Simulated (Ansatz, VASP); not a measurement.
Two plane-wave programs on ZrS

```xyz
2
Lattice="0.1210 2.5831 2.5831 2.5831 0.1210 2.5831 2.7041 2.7041 0.0000" Properties=species:S:1:pos:R:3 pbc="T T T"
Zr    0.0000    0.0000    0.0000
S     2.7041    2.7041    2.5831
```

Change from the starting cell: strain +0.0937 x Voigt [0, 0, 0, 0, 0, 1], atoms carried along.

Alike in both runs: task single point; functional PBEsol; k mesh 20 × 20 × 20; occupations gaussian, width 0.15 eV; no spin polarisation.

```csv
,VASP,Ansatz
version,VASP 6.6.1,Ansatz 0.2.0
potentials or method,"VASP PAW PBE potentials, release 64 (Zr_sv, S), cutoff 520 eV","scalar-relativistic, plane waves, PAW"
valence electrons in the cell,18,18
```

Ansatz gave:

```
gap on the k mesh at the Fermi level (eV)                     : none
pressure (GPa)                                                : 0.4
traceless stress, the component that is largest in VASP (GPa) : -2.47
```

Problem. Which values does VASP return?

Solution. gap on the k mesh at the Fermi level (eV): none; pressure (GPa): 0.6; traceless stress, the component that is largest in VASP (GPa): -2.41.

VASP's potentials were made for PBE, not for PBEsol. A gap of «none» marks a metal or a gap that the smearing closes. The functional is the same, so the differences come from potentials, cutoffs and numerics.
